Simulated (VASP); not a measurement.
## MgI2: single point with PBE

The system is MgI2.

```xyz
3
Lattice="4.2072 0.0000 -0.3086 -2.1036 3.6435 0.1543 -0.5730 0.0000 8.1242" Properties=species:S:1:pos:R:3 pbc="T T T"
Mg    0.0000    0.0000    0.0000
I    -0.7007    2.4309    6.4586
I     2.2313    1.2126    1.5113
```

This cell differs from its parent crystal: engineering shear strain xz -0.1467, normal strain along z +0.0400.

```yaml
Program: VASP 6.6.1
Task: single point
Functional: PBE
Potentials_or_basis: VASP PAW PBE potentials, release 64 (Mg, I)
Cutoff: 520 eV
k_mesh: 6 × 6 × 4
Occupations: gaussian, width 0.05 eV
Spin: no spin polarisation
```

- Pressure: -0.1 GPa
- Largest force: 0.013 eV/Å
- Band gap on the k mesh: 3.55 eV, indirect (least direct gap 3.71 eV)

Forces in eV/Å, atoms in the order of the input:
```
Mg   0.000  0.000  0.000
I    0.010 -0.002  0.007
I   -0.010  0.002 -0.007
```

Stress tensor (GPa, compression positive):
```
-0.15  0.00 -0.03
 0.00 -0.07  0.02
-0.03  0.02 -0.03
```

Levels at points of the mesh, in eV from the valence-band top:
```csv
k point,band 4,band 5,band 6,band 7,band 8,band 9,band 10,band 11,band 12,band 13
"(0.00, 0.00, 0.00)",-0.33,-0.29,-0.28,-0.03,0.00,3.71,4.90,6.64,6.68,6.78
"(0.50, 0.00, 0.00)",-2.68,-1.28,-1.13,-0.73,-0.40,3.71,5.59,5.98,6.91,7.34
"(0.50, 0.50, 0.00)",-2.71,-1.35,-1.13,-0.52,-0.40,3.58,5.34,5.64,7.18,7.36
"(0.00, 0.50, 0.00)",-2.69,-1.35,-1.14,-0.61,-0.43,3.64,5.43,5.86,7.25,7.43
"(0.00, 0.00, 0.50)",-0.79,-0.29,-0.28,-0.02,-0.01,4.29,4.86,6.65,6.66,6.90
"(0.50, 0.00, 0.50)",-2.75,-1.24,-1.12,-0.53,-0.42,3.55,5.32,5.63,6.60,7.48
"(0.50, 0.50, 0.50)",-2.72,-1.19,-1.12,-0.72,-0.42,3.69,5.65,5.91,6.28,7.48
"(0.00, 0.50, 0.50)",-2.74,-1.17,-1.13,-0.65,-0.42,3.60,5.44,5.71,6.38,7.37
```

Run time: 88 s on 1 thread of Intel(R) Xeon(R) Platinum 8488C (Sapphire Rapids) (shared host), peak memory 0.32 GiB.

Caveat: the cell differs from its parent crystal (engineering shear strain xz -0.1467, normal strain along z +0.0400); spin-orbit coupling is left out, which moves the levels of the heavy elements. A k mesh can miss the band edges.
